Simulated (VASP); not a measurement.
# LiH (I4/mmm) in VASP: further runs

The runs below take LiH through single point, with LDA.

Program: VASP 6.6.1. These are calculated values, not measurements. Logs are shortened: lines on timing, memory, paths and dates and some standing lists are left out, and cuts for length are marked.

### Step 1. The cell of the first run

Symmetry: I4/mmm, No. 139, tetragonal system. Conventional cell: a = 3.104 Å, b = 3.104 Å, c = 3.902 Å, α = 90.00°, β = 90.00°, γ = 90.00°. Li (site symmetry 4/mmm) has 6 H at 1.95 to 2.20 Å within 2.6 Å. H (site symmetry 4/mmm) has 6 Li at 1.95 to 2.20 Å within 2.6 Å.

### Step 2. Single point, LDA (strain +0.080 along x and y, -0.040 along z)

INCAR reads:

```
SYSTEM = LiH
PREC     = Accurate       ! precision mode
ENCUT    = 520            ! plane-wave cutoff, eV
EDIFF    = 1E-7           ! SCF threshold, eV
ISMEAR   = 0              ! smearing method
SIGMA    = 0.05           ! smearing width, eV
LREAL    = .FALSE.        ! projectors in reciprocal space
LASPH    = .TRUE.         ! aspherical terms in the spheres
NELM     = 60             ! most SCF steps
ALGO     = Normal         ! electronic algorithm
ISIF     = 2              ! what is computed and relaxed
LWAVE    = .FALSE.        ! write WAVECAR
LCHARG   = .FALSE.        ! write CHGCAR
GGA      = CA             ! functional
NBANDS   = 9              ! bands
```

KPOINTS reads:

```
regular mesh
0
G
  10 10 10
  0 0 0
```

POSCAR reads:

```
LiH
1.0
    0.0000000000      2.1951000000      1.9512000000
    2.1951000000      0.0000000000      1.9512000000
    2.1951000000      2.1951000000      0.0000000000
Li H
1 1
Direct
    0.0000000000      0.0000000000      0.0000000000
    0.5000000000      0.5000000000      0.5000000000
```

Potentials or basis: VASP PAW LDA potentials, release 64 (Li_sv, H).

The run is started by

```sh
$ cat potpaw_LDA.64/Li_sv/POTCAR potpaw_LDA.64/H/POTCAR > POTCAR
$ mpirun -np 1 vasp_std > vasp.out
```

OUTCAR:

```text
SYSTEM = LiH
   PREC = Accurate
   ENCUT = 520
   EDIFF = 1E-7
   ISMEAR = 0
   LREAL = .FALSE.
   LASPH = .TRUE.
   NELM = 60
   ISIF = 2
   GGA = CA

 ion  position               nearest neighbor table
   1  0.000  0.000  0.000-
   2  0.500  0.500  0.500-

  LATTYP: Found a body centered tetragonal cell.
 ALAT       =     3.1043401908
 C/A-ratio  =     1.2570787221

  Lattice vectors:

 A1 = (   0.0000000000,  -2.1951000000,  -1.9512000000)
 A2 = (   0.0000000000,   2.1951000000,  -1.9512000000)
 A3 = (   2.1951000000,   0.0000000000,   1.9512000000)

Analysis of symmetry for initial positions (statically):
=====================================================================
 Subroutine PRICEL returns:
 Original cell was already a primitive cell.

 Routine SETGRP: Setting up the symmetry group for a
 body centered tetragonal supercell.

 Subroutine GETGRP returns: Found 16 space group operations
 (whereof 16 operations were pure point group operations)
 out of a pool of 16 trial point group operations.

The static configuration has the point symmetry D_4h.

Analysis of symmetry for dynamics (positions and initial velocities):
=====================================================================
 Subroutine PRICEL returns:
 Original cell was already a primitive cell.

 Routine SETGRP: Setting up the symmetry group for a
 body centered tetragonal supercell.

 Subroutine GETGRP returns: Found 16 space group operations
 (whereof 16 operations were pure point group operations)
 out of a pool of 16 trial point group operations.

The dynamic configuration has the point symmetry D_4h.

 Subroutine INISYM returns: Found 16 space group operations
 (whereof 16 operations are pure point group operations),
 and found     1 'primitive' translations

----------------------------------------------------------------------------------------

                                     Primitive cell

  volume of cell :      18.8036

  direct lattice vectors                    reciprocal lattice vectors
     0.000000000  2.195100000  1.951200000    -0.227780056  0.227780056  0.256252563
     2.195100000  0.000000000  1.951200000     0.227780056 -0.227780056  0.256252563
     2.195100000  2.195100000  0.000000000     0.227780056  0.227780056 -0.256252563

  length of vectors
     2.936944918  2.936944918  3.104340191     0.411622258  0.411622258  0.411622258

  position of ions in fractional coordinates (direct lattice)
     0.000000000  0.000000000  0.000000000
     0.500000000  0.500000000  0.500000000

  ion indices of the primitive-cell ions
   primitive index   ion index
                 1           1
                 2           2

----------------------------------------------------------------------------------------

 KPOINTS: regular mesh

Automatic generation of k-mesh.
 Grid dimensions read from file:
 generate k-points for:   10   10   10

 Generating k-lattice:

  Cartesian coordinates                     Fractional coordinates (reciprocal lattice)
    -0.022778006  0.022778006  0.025625256     0.100000000  0.000000000  0.000000000
     0.022778006 -0.022778006  0.025625256     0.000000000  0.100000000  0.000000000
     0.022778006  0.022778006 -0.025625256    -0.000000000 -0.000000000  0.100000000

  Length of vectors
     0.041162226  0.041162226  0.041162226

  Shift w.r.t. Gamma in fractional coordinates (k-lattice)
     0.000000000  0.000000000  0.000000000

 Subroutine IBZKPT returns following result:
 ===========================================

 Found    102 irreducible k-points:

 Following reciprocal coordinates:
            Coordinates               Weight
  0.000000  0.000000  0.000000      1.000000
  0.100000  0.000000  0.000000      8.000000
  0.200000  0.000000  0.000000      8.000000
  0.300000  0.000000  0.000000      8.000000
  0.400000  0.000000  0.000000      8.000000
  0.500000  0.000000  0.000000      4.000000
[... 16 lines left out ...]
  0.300000  0.300000  0.000000      2.000000
  0.400000  0.300000  0.000000      8.000000
 [... further k-points ...]
   k-points           NKPTS =    102   k-points in BZ     NKDIM =    102   number of bands    NBANDS=      9
   number of dos      NEDOS =    301   number of ions     NIONS =      2
   total plane-waves  NPLWV =  13824
   dimension x,y,z NGX =    24 NGY =   24 NGZ =   24
   dimension x,y,z NGXF=    48 NGYF=   48 NGZF=   48
   ions per type =               1   1
   NGX,Y,Z   is equivalent  to a cutoff of  13.59, 13.59, 12.85 a.u.
   NGXF,Y,Z  is equivalent  to a cutoff of  27.17, 27.17, 25.71 a.u.
 SYSTEM =  LiH
   PREC   = accura    normal or accurate (medium, high low for compatibility)
   ISTART =      0    job   : 0-new  1-cont  2-samecut
   ICHARG =      2    charge: 1-file 2-atom 10-const
   ISPIN  =      1    spin polarized calculation?
   LNONCOLLINEAR =      F non collinear calculations
   LSORBIT =      F    spin-orbit coupling
   LASPH  =      T    aspherical Exc in radial PAW
   ENCUT  =  520.0 eV  38.22 Ry    6.18 a.u.   5.46  5.46  5.77*2*pi/ulx,y,z
   NELM   =     60;   NELMIN=  2; NELMDL= -5     # of ELM steps
   EDIFF  = 0.1E-06   stopping-criterion for ELM
   LREAL  =      F    real-space projection
   EDIFFG = 0.1E-05   stopping-criterion for IOM
   NSW    =      0    number of steps for IOM
   IBRION =     -1    ionic relax: 0-MD 1-quasi-New 2-CG
   NFREE  =      0    steps in history (QN), initial steepest desc. (CG)
   ISIF   =      2    stress and relaxation
   ISYM   =      2    0-nonsym 1-usesym 2-fastsym
   POTIM  = 0.5000    time-step for ionic-motion
   TEBEG  =    0.0;   TEEND  =   0.0 temperature during run
   PSTRESS=    0.0 pullay stress
   NELECT =       4.0000    total number of electrons
   NUPDOWN=      -1.0000    fix difference up-down
   EMIN   =  10.00;   EMAX   =-10.00  energy-range for DOS
   EFERMI =   0.00;   METHOD = LEGACY
   ISMEAR =     0;   SIGMA  =   0.05  broadening in eV -4-tet -1-fermi 0-gaus
   EFERMI_NEDOS =   21; number of points for ismear=-14 and -15
   IALGO  =     38    algorithm
   IMIX   =      4    mixing-type and parameters
     AMIX     =   0.40;   BMIX     =  1.00
     AMIX_MAG =   1.60;   BMIX_MAG =  1.00
  volume/ion in A,a.u.               =       9.40        63.45
  Fermi-wavevector in a.u.,A,eV,Ry     =   0.977270  1.846773 12.994342  0.955057
  Thomas-Fermi vector in A             =   2.107955
   LORBIT       =      0    0 simple, 1 ext, 2 COOP (PROOUT), +10 PAW based schemes
   GGA     = CA    functional components
   LHFCALC =     F    Hartree Fock is set to
   AEXX    =    0.0000 exact exchange contribution
   IVDW    =     0    specifies the selected vdW correction
   LEPSILON=     F    determine dielectric tensor
   LRPA    =     F    only Hartree local field effects (RPA)
 non-spin polarized calculation
 Gauss-broadening in eV      SIGMA  =   0.05
  energy-cutoff  :      520.00
  volume of cell :       18.80
 maximum number of plane-waves:       521
 NGX is ok and might be reduce to    24
   NGX = 11   NGY = 11   NGZ = 11

 number of electron       4.0000001 magnetization

 Free energy of the ion-electron system (eV)
  ---------------------------------------------------
  ext. energy  EPLUGINS =         0.00000000
  ---------------------------------------------------
  free energy    TOTEN  =        -6.38416998 eV

  energy without entropy =       -6.38416998  energy(sigma->0) =       -6.38416998

 E-fermi :   0.3100     XC(G=0):  -8.2965

 val. band max:        0.0307282262   @ k =   0.5000   0.5000   0.0000
 cond. band min:       1.7976890593   @ k =   0.5000   0.0000   0.5000
 fundamental gap:      1.7669608331
 Fermi energy:         0.3099538118

 k-point     1 :       0.0000    0.0000    0.0000
  band No.  band energies     occupation
      1     -44.0993      2.00000
      2      -5.4648      2.00000
      3      13.5074      0.00000
      4      14.9036      0.00000
      5      15.8435      0.00000
      6      15.8435      0.00000
      7      19.9534      0.00000
      8      19.9534      0.00000
      9      20.5553      0.00000

 k-point     2 :       0.1000    0.0000    0.0000
  band No.  band energies     occupation
      1     -44.0965      2.00000
      2      -5.2992      2.00000
      3      12.3145      0.00000
      4      14.5238      0.00000
      5      15.1778      0.00000
      6      15.2884      0.00000
      7      19.5247      0.00000
      8      20.4589      0.00000
      9      20.9241      0.00000

 k-point     3 :       0.2000    0.0000    0.0000
  band No.  band energies     occupation
      1     -44.0892      2.00000
      2      -4.8152      2.00000
      3       9.6150      0.00000
      4      13.1630      0.00000
      5      14.3869      0.00000
      6      15.0912      0.00000
      7      18.8243      0.00000
      8      19.8596      0.00000
      9      22.4127      0.00000

 k-point     4 :       0.3000    0.0000    0.0000
  band No.  band energies     occupation
      1     -44.0801      2.00000
      2      -4.0690      2.00000
      3       6.8425      0.00000
      4      12.1279      0.00000
      5      13.7087      0.00000
      6      15.2196      0.00000
      7      17.1876      0.00000
      8      19.7584      0.00000
      9      22.3114      0.00000
[... 205 lines left out ...]
 k-point    22 :      -0.2000    0.2000    0.0000
  band No.  band energies     occupation
      1     -44.0781      2.00000
      2      -3.8115      2.00000
      3       8.3606      0.00000
      4       8.6270      0.00000
      5      13.3771      0.00000
      6      13.4993      0.00000
      7      19.3215      0.00000
      8      20.8216      0.00000
      9      22.4450      0.00000

 k-point    23 :       0.3000    0.3000    0.0000
  band No.  band energies     occupation
      1     -44.0693      2.00000
      2      -3.1885      2.00000
      3       8.3142      0.00000
      4       9.6458      0.00000
      5       9.6458      0.00000
      6      12.8056      0.00000
      7      15.0361      0.00000
      8      25.6657      0.00000
      9      25.8413      0.00000

 k-point    24 :       0.4000    0.3000    0.0000
  band No.  band energies     occupation
      1     -44.0631      2.00000
      2      -2.2989      2.00000
      3       6.4361      0.00000
      4       8.4660      0.00000
      5       9.1336      0.00000
      6      13.3360      0.00000
      7      14.5580      0.00000
      8      25.2482      0.00000
      9      26.0693      0.00000

 [... further k-points ...]
[... 5 lines left out ...]
  --------------------------------------------------------------------------------------
  -------------------------------------------------------------------------------------
  Total       -0.8850693     -0.8850693     -0.2923092      0.0000000      0.0000000      0.0000000
  in kB      -75.4132144    -75.4132144    -24.9064974      0.0000000      0.0000000      0.0000000
  external PRESSURE =     -58.5776420 kB  Pullay stress =       0.0000000 kB

 VOLUME and BASIS-vectors are now :
 -----------------------------------------------------------------------------
  energy-cutoff  :      520.00
  volume of cell :       18.80
      direct lattice vectors                 reciprocal lattice vectors
     0.000000000  2.195100000  1.951200000    -0.227780056  0.227780056  0.256252563
     2.195100000  0.000000000  1.951200000     0.227780056 -0.227780056  0.256252563
     2.195100000  2.195100000  0.000000000     0.227780056  0.227780056 -0.256252563

 POSITION                                       TOTAL-FORCE (eV/Angst)
 -----------------------------------------------------------------------------------
      0.00000      0.00000      0.00000         0.000000      0.000000      0.000000
      2.19510      2.19510      1.95120        -0.000000      0.000000     -0.000000
 -----------------------------------------------------------------------------------
    total drift:                                0.000000     -0.000000     -0.000000

  FREE ENERGIE OF THE ION-ELECTRON SYSTEM (eV)
  ---------------------------------------------------
  free  energy   TOTEN  =        -6.3841699785 eV

  energy  without entropy=       -6.3841699785  energy(sigma->0) =       -6.38416998
```

Wall time 7.4 s (1 thread of Intel Xeon Platinum 8375C at 2.90GHz (Ice Lake), shared host); peak memory 0.13 GiB.

What came out:

| Item | Value |
| --- | --- |
| Free energy | -6.3842 eV |
| Band gap on the k mesh | 1.77 eV, indirect (least direct gap 2.57 eV) |

Caveat: the cell differs from its parent crystal (strain +0.080 along x and y, -0.040 along z); the cutoff is under 1.25 times the usual one of these potentials, so pressure, stress and relaxed cells hold a basis-set (Pulay) error.

[end of part 1 of 2]
